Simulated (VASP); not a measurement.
# Pt (P6_3/mmc) in VASP: a series of runs

Pt is run at these levels: LDA; tasks: single point, relaxation of cell and atoms.

All numbers are computed with VASP 6.6.1; they aren't measurements. Logs are shortened: lines on timing, memory, paths and dates and some standing lists are left out, and cuts for length are marked.

**1. The cell of the first run**

Symmetry: P6_3/mmc, No. 194, hexagonal system. The conventional cell has a = 2.709 Å, b = 2.709 Å, c = 4.670 Å, α = 90.00°, β = 90.00°, γ = 120.00°. Pt (site symmetry -6m2) has 12 Pt at 2.71 to 2.81 Å within 3.6 Å.

This isn't the form of Pt at room conditions, which is fcc.

**2. Single point, LDA**

File INCAR:

```
SYSTEM = Pt
PREC     = Accurate       ! precision mode
ENCUT    = 570            ! plane-wave cutoff, eV
EDIFF    = 1E-6           ! SCF threshold, eV
ISMEAR   = 1              ! smearing method
SIGMA    = 0.1            ! smearing width, eV
LREAL    = .FALSE.        ! projectors in reciprocal space
LASPH    = .TRUE.         ! aspherical terms in the spheres
NELM     = 120            ! most SCF steps
ALGO     = Normal         ! electronic algorithm
ISIF     = 2              ! what is computed and relaxed
LWAVE    = .FALSE.        ! write WAVECAR
LCHARG   = .FALSE.        ! write CHGCAR
NBANDS   = 25             ! bands
GGA_COMPAT= .FALSE.
```

File KPOINTS:

```
regular mesh
0
G
  14 14 7
  0 0 0
```

File POSCAR:

```
Pt
1.0
    2.7092362764      0.0000000000      0.0000000000
   -1.3546181382      2.3462674403      0.0000000000
    0.0000000000      0.0000000000      4.6702715606
Pt
2
Direct
    0.6666666667      0.3333333333      0.7500000000
    0.3333333333      0.6666666667      0.2500000000
```

Potentials or basis: VASP PAW LDA potentials, release 64 (Pt_sv_GW).

Launch:

```
$ cat potpaw_LDA.64/Pt_sv_GW/POTCAR > POTCAR
$ mpirun -np 1 vasp_std > vasp.out
```

OUTCAR:

```text
SYSTEM = Pt
   PREC = Accurate
   ENCUT = 570
   EDIFF = 1E-6
   ISMEAR = 1
   LREAL = .FALSE.
   LASPH = .TRUE.
   NELM = 120
   ISIF = 2

 ion  position               nearest neighbor table
   1  0.667  0.333  0.750-   2 2.81   2 2.81   2 2.81   2 2.81   2 2.81   2 2.81
   2  0.333  0.667  0.250-   1 2.81   1 2.81   1 2.81   1 2.81   1 2.81   1 2.81

  LATTYP: Found a hexagonal cell.
 ALAT       =     2.7092362764
 C/A-ratio  =     1.7238332446

  Lattice vectors:

 A1 = (   2.7092362764,   0.0000000000,   0.0000000000)
 A2 = (  -1.3546181382,   2.3462674403,   0.0000000000)
 A3 = (   0.0000000000,   0.0000000000,   4.6702715606)

Analysis of symmetry for initial positions (statically):
=====================================================================
 Subroutine PRICEL returns:
 Original cell was already a primitive cell.

 Routine SETGRP: Setting up the symmetry group for a
 hexagonal supercell.

 Subroutine GETGRP returns: Found 24 space group operations
 (whereof 12 operations were pure point group operations)
 out of a pool of 24 trial point group operations.

The static configuration has the point symmetry D_3d.
 The point group associated with its full space group is D_6h.

Analysis of symmetry for dynamics (positions and initial velocities):
=====================================================================
 Subroutine PRICEL returns:
 Original cell was already a primitive cell.

 Routine SETGRP: Setting up the symmetry group for a
 hexagonal supercell.

 Subroutine GETGRP returns: Found 24 space group operations
 (whereof 12 operations were pure point group operations)
 out of a pool of 24 trial point group operations.

The dynamic configuration has the point symmetry D_3d.
 The point group associated with its full space group is D_6h.

 Subroutine INISYM returns: Found 24 space group operations
 (whereof 12 operations are pure point group operations),
 and found     1 'primitive' translations

----------------------------------------------------------------------------------------

                                     Primitive cell

  volume of cell :      29.6870

  direct lattice vectors                    reciprocal lattice vectors
     2.709236276  0.000000000  0.000000000     0.369107711  0.213104436  0.000000000
    -1.354618138  2.346267440  0.000000000     0.000000000  0.426208872  0.000000000
     0.000000000  0.000000000  4.670271561     0.000000000  0.000000000  0.214120311

  length of vectors
     2.709236276  2.709236276  4.670271561     0.426208872  0.426208872  0.214120311

  position of ions in fractional coordinates (direct lattice)
     0.666666667  0.333333333  0.750000000
     0.333333333  0.666666667  0.250000000

  ion indices of the primitive-cell ions
   primitive index   ion index
                 1           1
                 2           2

----------------------------------------------------------------------------------------

 KPOINTS: regular mesh

Automatic generation of k-mesh.
 Grid dimensions read from file:
 generate k-points for:   14   14    7

 Generating k-lattice:

  Cartesian coordinates                     Fractional coordinates (reciprocal lattice)
     0.026364836  0.015221745  0.000000000     0.071428571  0.000000000  0.000000000
     0.000000000  0.030443491  0.000000000     0.000000000  0.071428571  0.000000000
     0.000000000  0.000000000  0.030588616     0.000000000  0.000000000  0.142857143

  Length of vectors
     0.030443491  0.030443491  0.030588616

  Shift w.r.t. Gamma in fractional coordinates (k-lattice)
     0.000000000  0.000000000  0.000000000

 Subroutine IBZKPT returns following result:
 ===========================================

 Found     96 irreducible k-points:

 Following reciprocal coordinates:
            Coordinates               Weight
  0.000000  0.000000  0.000000      1.000000
  0.071429 -0.000000  0.000000      6.000000
  0.142857 -0.000000  0.000000      6.000000
  0.214286  0.000000  0.000000      6.000000
  0.285714 -0.000000  0.000000      6.000000
  0.357143 -0.000000  0.000000      6.000000
[... 16 lines left out ...]
  0.285714  0.285714  0.000000      6.000000
  0.357143  0.285714  0.000000      6.000000
 [... further k-points ...]
   k-points           NKPTS =     96   k-points in BZ     NKDIM =     96   number of bands    NBANDS=     25
   number of dos      NEDOS =    301   number of ions     NIONS =      2
   total plane-waves  NPLWV =  20736
   dimension x,y,z NGX =    24 NGY =   24 NGZ =   36
   dimension x,y,z NGXF=    48 NGYF=   48 NGZF=   72
   ions per type =               2
   NGX,Y,Z   is equivalent  to a cutoff of  14.73, 14.73, 12.81 a.u.
   NGXF,Y,Z  is equivalent  to a cutoff of  29.45, 29.45, 25.63 a.u.
 SYSTEM =  Pt
   PREC   = accura    normal or accurate (medium, high low for compatibility)
   ISTART =      0    job   : 0-new  1-cont  2-samecut
   ICHARG =      2    charge: 1-file 2-atom 10-const
   ISPIN  =      1    spin polarized calculation?
   LNONCOLLINEAR =      F non collinear calculations
   LSORBIT =      F    spin-orbit coupling
   LASPH  =      T    aspherical Exc in radial PAW
   ENCUT  =  570.0 eV  41.89 Ry    6.47 a.u.   5.27  5.27  9.09*2*pi/ulx,y,z
   NELM   =    120;   NELMIN=  2; NELMDL= -5     # of ELM steps
   EDIFF  = 0.1E-05   stopping-criterion for ELM
   LREAL  =      F    real-space projection
   EDIFFG = 0.1E-04   stopping-criterion for IOM
   NSW    =      0    number of steps for IOM
   IBRION =     -1    ionic relax: 0-MD 1-quasi-New 2-CG
   NFREE  =      0    steps in history (QN), initial steepest desc. (CG)
   ISIF   =      2    stress and relaxation
   ISYM   =      2    0-nonsym 1-usesym 2-fastsym
   POTIM  = 0.5000    time-step for ionic-motion
   TEBEG  =    0.0;   TEEND  =   0.0 temperature during run
   PSTRESS=    0.0 pullay stress
   NELECT =      36.0000    total number of electrons
   NUPDOWN=      -1.0000    fix difference up-down
   EMIN   =  10.00;   EMAX   =-10.00  energy-range for DOS
   EFERMI =   0.00;   METHOD = LEGACY
   ISMEAR =     1;   SIGMA  =   0.10  broadening in eV -4-tet -1-fermi 0-gaus
   EFERMI_NEDOS =   21; number of points for ismear=-14 and -15
   IALGO  =     38    algorithm
   IMIX   =      4    mixing-type and parameters
     AMIX     =   0.40;   BMIX     =  1.00
     AMIX_MAG =   1.60;   BMIX_MAG =  1.00
  volume/ion in A,a.u.               =      14.84       100.17
  Fermi-wavevector in a.u.,A,eV,Ry     =   1.745769  3.299025 41.466612  3.047710
  Thomas-Fermi vector in A             =   2.817392
   LORBIT       =      0    0 simple, 1 ext, 2 COOP (PROOUT), +10 PAW based schemes
   GGA     = CA    functional components
   LHFCALC =     F    Hartree Fock is set to
   AEXX    =    0.0000 exact exchange contribution
   IVDW    =     0    specifies the selected vdW correction
   LEPSILON=     F    determine dielectric tensor
   LRPA    =     F    only Hartree local field effects (RPA)
 non-spin polarized calculation
 Methfessel and Paxton  Order N= 1 SIGMA  =   0.10
  energy-cutoff  :      570.00
  volume of cell :       29.69
 maximum number of plane-waves:       928
 NGX is ok and might be reduce to    24
   NGX = 11   NGY = 11   NGZ = 19

 number of electron      36.0000001 magnetization

 Free energy of the ion-electron system (eV)
  ---------------------------------------------------
  ext. energy  EPLUGINS =         0.00000000
  ---------------------------------------------------
  free energy    TOTEN  =       -14.52602415 eV

  energy without entropy =      -14.52594994  energy(sigma->0) =      -14.52599941

 E-fermi :  10.7208     XC(G=0): -14.4725

 val. band max:       10.7203123909   @ k =   0.4286   0.0714   0.2857
 cond. band min:      10.7557781287   @ k =   0.2857  -0.0000   0.0000
 fundamental gap:      0.0354657378
 Fermi energy:        10.7207823695

 k-point     1 :       0.0000    0.0000    0.0000
  band No.  band energies     occupation
      1     -87.5682      2.00000
      2     -87.5404      2.00000
      3     -42.1088      2.00000
      4     -41.8139      2.00000
      5     -41.8139      2.00000
      6     -41.7611      2.00000
[... 17 lines left out ...]
     24      28.0538      0.00000
     25      32.3017      0.00000

 k-point     2 :       0.0714   -0.0000    0.0000
  band No.  band energies     occupation
      1     -87.5671      2.00000
      2     -87.5397      2.00000
      3     -42.1010      2.00000
      4     -41.8379      2.00000
      5     -41.8210      2.00000
      6     -41.7859      2.00000
[... 17 lines left out ...]
     24      28.3422      0.00000
     25      31.2169      0.00000

 k-point     3 :       0.1429   -0.0000    0.0000
  band No.  band energies     occupation
      1     -87.5620      2.00000
      2     -87.5362      2.00000
      3     -42.0787      2.00000
      4     -41.9029      2.00000
      5     -41.8524      2.00000
      6     -41.8402      2.00000
[... 17 lines left out ...]
     24      28.5626      0.00000
     25      29.7821      0.00000

 k-point     4 :       0.2143    0.0000    0.0000
  band No.  band energies     occupation
      1     -87.5543      2.00000
      2     -87.5314      2.00000
      3     -42.0445      2.00000
      4     -41.9969      2.00000
      5     -41.9471      2.00000
      6     -41.8671      2.00000
[... 17 lines left out ...]
     24      27.9191      0.00000
     25      29.2601      0.00000
[... 477 lines left out ...]
 k-point    22 :       0.3571    0.2143    0.0000
  band No.  band energies     occupation
      1     -87.5238      2.00000
      2     -87.5180      2.00000
      3     -42.2193      2.00000
      4     -42.1663      2.00000
      5     -42.0454      2.00000
      6     -41.9749      2.00000
[... 17 lines left out ...]
     24      23.3887      0.00000
     25      25.4818      0.00000

 k-point    23 :       0.2857    0.2857    0.0000
  band No.  band energies     occupation
      1     -87.5229      2.00000
      2     -87.5183      2.00000
      3     -42.1899      2.00000
      4     -42.1531      2.00000
      5     -42.0653      2.00000
      6     -42.0111      2.00000
[... 17 lines left out ...]
     24      24.4043      0.00000
     25      25.7372      0.00000

 k-point    24 :       0.3571    0.2857    0.0000
  band No.  band energies     occupation
      1     -87.5209      2.00000
      2     -87.5185      2.00000
      3     -42.1846      2.00000
      4     -42.1294      2.00000
      5     -42.1024      2.00000
      6     -42.0392      2.00000
[... 17 lines left out ...]
     24      23.1899      0.00000
     25      24.7822      0.00000

 [... further k-points ...]

------------------------ aborting loop because EDIFF is reached ----------------------------------------

  FORCE on cell =-STRESS in cart. coord.  units (eV):
  Direction    XX          YY          ZZ          XY          YZ          ZX
  --------------------------------------------------------------------------------------
  -------------------------------------------------------------------------------------
  Total       -0.0536114     -0.0536114     -0.1286680      0.0000000     -0.0000000      0.0000000
  in kB       -2.8933524     -2.8933524     -6.9440762      0.0000000     -0.0000000      0.0000000
  external PRESSURE =      -4.2435937 kB  Pullay stress =       0.0000000 kB

 VOLUME and BASIS-vectors are now :
 -----------------------------------------------------------------------------
  energy-cutoff  :      570.00
  volume of cell :       29.69
      direct lattice vectors                 reciprocal lattice vectors
     2.709236276  0.000000000  0.000000000     0.369107711  0.213104436  0.000000000
    -1.354618138  2.346267440  0.000000000     0.000000000  0.426208872  0.000000000
     0.000000000  0.000000000  4.670271561     0.000000000  0.000000000  0.214120311

 POSITION                                       TOTAL-FORCE (eV/Angst)
 -----------------------------------------------------------------------------------
      1.35462      0.78209      3.50270        -0.000000     -0.000000      0.000000
     -0.00000      1.56418      1.16757         0.000000      0.000000      0.000000
 -----------------------------------------------------------------------------------
    total drift:                               -0.000000      0.000000     -0.000000

  FREE ENERGIE OF THE ION-ELECTRON SYSTEM (eV)
  ---------------------------------------------------
  free  energy   TOTEN  =       -14.5260241490 eV

  energy  without entropy=      -14.5259499380  energy(sigma->0) =      -14.52599941
```

It took 22 s on 1 thread of Intel Xeon 6975P-C (Granite Rapids), shared host; peak memory 0.19 GiB.

What came out:

```
Free energy            : -14.5260 eV
Pressure               : -0.4 GPa
Band gap on the k mesh : zero (bands 18 and 19 overlap by 1.35 eV)
```

Levels at points of the mesh, in eV from the Fermi level:
```tsv
k point	band 14	band 15	band 16	band 17	band 18	band 19	band 20	band 21	band 22	band 23
(0.00, 0.00, 0.00)	-3.34	-3.34	-2.02	-2.02	-0.89	-0.23	-0.23	5.20	15.03	15.81
(0.50, 0.00, 0.00)	-3.21	-2.89	0.06	0.32	0.56	2.40	3.98	7.64	9.22	10.14
```

Caveat: spin-orbit coupling is left out, which moves the levels of the heavy elements.

**3. Single point, LDA**

File INCAR:

```
  ALGO = Normal
  EDIFF = 1E-6
  ENCUT = 570
  GGA = CA
  GGA_COMPAT = F
  ISIF = 2
  ISMEAR = 1
  LASPH = T
  LCHARG = F
  LREAL = F
  LWAVE = F
  NBANDS = 25
  NELM = 120
  PREC = Accurate
  SIGMA = 0.1
```

File KPOINTS:

```
k-points
0
Gamma
  14 14 7
```

File POSCAR:

```
Pt
1.0
    2.7092362757      0.0000000000      0.0000000000
   -1.3546181378      2.3462674396      0.0000000000
    0.0000000000      0.0000000000      4.6702715577
Pt
2
Direct
    0.6666666667      0.3333333333      0.7500000000
    0.3333333333      0.6666666667      0.2500000000
```

Potentials or basis: VASP PAW LDA potentials, release 64 (Pt_sv_GW).

Launch:

```
$ cat potpaw_LDA.64/Pt_sv_GW/POTCAR > POTCAR
$ mpirun -np 1 vasp_std > vasp.out
```

Run time: 44 s. Hardware: 1 thread of Intel Xeon Platinum 8488C (Sapphire Rapids), shared host; peak memory 0.19 GiB.

It converged, with:

```yaml
Free_energy: -14.5260 eV
Pressure: -0.4 GPa
Band_gap_on_the_k_mesh: zero (bands 18 and 19 overlap by 1.35 eV)
```

Stress tensor (GPa, compression positive):
```
-0.29  0.00  0.00
 0.00 -0.29  0.00
 0.00  0.00 -0.69
```

Levels at points of the mesh, in eV from the Fermi level:
```csv
k point,band 16,band 17,band 18,band 19,band 20,band 21
"(0.00, 0.00, 0.00)",-2.02,-2.02,-0.89,-0.23,-0.23,5.20
"(0.50, 0.00, 0.00)",0.06,0.32,0.56,2.40,3.98,7.64
```

Caveat: spin-orbit coupling is left out, which moves the levels of the heavy elements.

**4. Relaxation of cell and atoms, LDA**

This run uses another cell than the first one, of 15.81 Å³/atom.

File INCAR:

```
SYSTEM = Pt
PREC = Accurate ; ENCUT = 570
EDIFF = 1E-7 ; ISMEAR = 1
SIGMA = 0.1 ; LREAL = .False.
LASPH = .True. ; NELM = 120
ALGO = Normal ; ISIF = 3
LWAVE = .False. ; LCHARG = .False.
GGA = CA ; IBRION = 2
NSW = 80 ; EDIFFG = -0.05
GGA_COMPAT = .False. ; NELMIN = 4
```

File KPOINTS:

```
regular mesh
0
Gamma
  14 14 7
  0 0 0
```

File POSCAR:

```
Pt
1.0
    2.7606660000      0.0000000000      0.0000000000
   -1.3803330000      2.3908070000      0.0000000000
    0.0000000000      0.0000000000      4.7921340000
Pt
2
Direct
    0.6666666667      0.3333333333      0.7500000000
    0.3333333333      0.6666666667      0.2500000000
```

Launch:

```
$ cat potpaw_LDA.64/Pt_sv_GW/POTCAR > POTCAR
$ mpirun -np 1 vasp_std > vasp.out
```

It took 2.7 min on 1 thread of AMD EPYC 9R45 (Zen 5), shared host; peak memory 0.17 GiB.

The run converged. Its results:

| Property | Result |
| --- | --- |
| Free energy | -14.5420 eV |
| Relaxed volume | 14.84 Å³/atom |
| Relaxed cell | a = 2.711 Å, b = 2.711 Å, c = 4.663 Å, α = 90.00°, β = 90.00°, γ = 120.00° |
| Space group after relaxing (to 0.1 Å) | P6_3/mmc (No. 194) |
| Pressure after relaxing | 0.1 GPa |
| Band gap on the k mesh | zero (bands 18 and 19 overlap by 1.34 eV) |

Stress tensor (GPa, compression positive):
```
-0.04  0.00  0.00
 0.00 -0.04  0.00
 0.00  0.00  0.27
```

Final structure:
```cif
data_structure
_symmetry_space_group_name_H-M 'P 1'
_symmetry_Int_Tables_number 1
_cell_length_a 2.7107
_cell_length_b 2.7107
_cell_length_c 4.6630
_cell_angle_alpha 90.000
_cell_angle_beta 90.000
_cell_angle_gamma 120.000
_cell_volume 29.67
loop_
_atom_site_label
_atom_site_type_symbol
_atom_site_fract_x
_atom_site_fract_y
_atom_site_fract_z
_atom_site_occupancy
Pt1 Pt 0.66667 0.33333 0.75000 1
Pt2 Pt 0.33333 0.66667 0.25000 1
```

Levels at points of the mesh, in eV from the Fermi level:
```tsv
k point	band 14	band 15	band 16	band 17	band 18	band 19	band 20	band 21	band 22
(0.00, 0.00, 0.00)	-3.34	-3.34	-2.04	-2.04	-0.88	-0.23	-0.23	5.23	15.02
(0.50, 0.00, 0.00)	-3.21	-2.91	0.07	0.31	0.55	2.40	3.97	7.64	9.24
```

Caveat: spin-orbit coupling is left out, which moves the levels of the heavy elements.

The gap in the log of VASP goes by the Fermi energy; the results here count the filled bands.